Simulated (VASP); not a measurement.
TeW, 2 atoms in the cell. The structure is cubic, space group F-43m (No. 216). The conventional cell has a = 6.124 Å, b = 6.124 Å, c = 6.124 Å, α = 90.00°, β = 90.00°, γ = 90.00°. Within 3.5 Å of W (site symmetry -43m) lie 4 Te at 2.65 Å. Te (site symmetry -43m) has 4 W at 2.65 Å within 3.5 Å. 

```yaml
Program: VASP 6.6.1
Task: single point
Functional: r2SCAN
Potentials_or_basis: VASP PAW PBE potentials, release 64 (W_sv, Te)
Cutoff: 520 eV
k_mesh: 12 × 12 × 12
Occupations: gaussian, width 0.1 eV
Spin: collinear spin, ferromagnetic start
Starting_moments: "[1.0, 0.0] μB"
Dipole_correction: no
Further_INCAR_settings: ALGO = Normal; EDIFF = 1e-06; NBANDS = 21
```

Potentials or basis: VASP PAW PBE potentials, release 64 (W_sv, Te).

Run with:

```sh
$ cat potpaw_PBE.64/W_sv/POTCAR potpaw_PBE.64/Te/POTCAR > POTCAR
$ cp INCAR.step1 INCAR
$ mpirun -np 1 vasp_std > vasp.out
$ cp INCAR.step2 INCAR
$ mpirun -np 1 vasp_std > vasp.out
```

Hardware: 1 thread of Intel(R) Xeon(R) Platinum 8259CL CPU @ 2.50GHz (Skylake/Cascade Lake), on a shared host.

Q: Estimate the wall time of this run.

A: Run time: 6.1 min on 1 thread of Intel(R) Xeon(R) Platinum 8259CL CPU @ 2.50GHz (Skylake/Cascade Lake) (shared host), peak memory 0.31 GiB. Counts: k points 72.
